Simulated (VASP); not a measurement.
Write the native input for VASP 6.6.1 that does the following.

| Property | Result |
| --- | --- |
| Task | single point |
| Functional | PBEsol |
| Potentials or basis | VASP PAW PBE potentials, release 64 (Ge_d) |
| Cutoff | 520 eV |
| k mesh | 12 × 12 × 11 |
| Occupations | fermi-dirac, width 0.1 eV |
| Spin | no spin polarisation |
| Dipole correction | no |
| Further INCAR settings | ALGO = Normal; EDIFF = 1e-06; NBANDS = 13 |

The structure of Ge lies in POSCAR:

```
Ge
1.0
    1.4334547104     -2.6680918854      0.0000000000
    1.4334547104      2.6680918854      0.0000000000
    0.0000000000      0.0000000000      2.7683460651
Ge
1
Direct
    0.5000000000      0.5000000000      0.0000000000
```

The input as run:

INCAR

```
ALGO     = Normal         # electronic algorithm
EDIFF    = 1E-6           # SCF threshold, eV
ENCUT    = 520            # plane-wave cutoff, eV
GGA      = PS             # functional
ISIF     = 2              # what is computed and relaxed
ISMEAR   = -1             # smearing method
LASPH    = True           # aspherical terms in the spheres
LCHARG   = True           # write CHGCAR
LELF     = True           # ELF
LREAL    = False          # projectors in reciprocal space
LVHAR    = True         
LWAVE    = False          # write WAVECAR
NBANDS   = 13             # bands
NELM     = 100            # most SCF steps
PREC     = Accurate       # precision mode
SIGMA    = 0.1            # smearing width, eV
```

KPOINTS

```
k-points
0
Gamma
  12 12 11
```

Potentials or basis: VASP PAW PBE potentials, release 64 (Ge_d).

The run is started by

```bash
$ cat potpaw_PBE.64/Ge_d/POTCAR > POTCAR
$ mpirun -np 1 vasp_std > vasp.out
```

It gave:

```
Pressure               : -7.9 GPa
Band gap on the k mesh : zero (band 7 reaches 11.54 eV, above the bottom of band 8 at 2.40 eV)
```

Caveat: the PAW data sets were made with another functional, which shifts forces and pressure a little.

Wall time 70 s on 1 thread of AMD EPYC 7R13, on a shared host, peak memory 0.16 GiB.
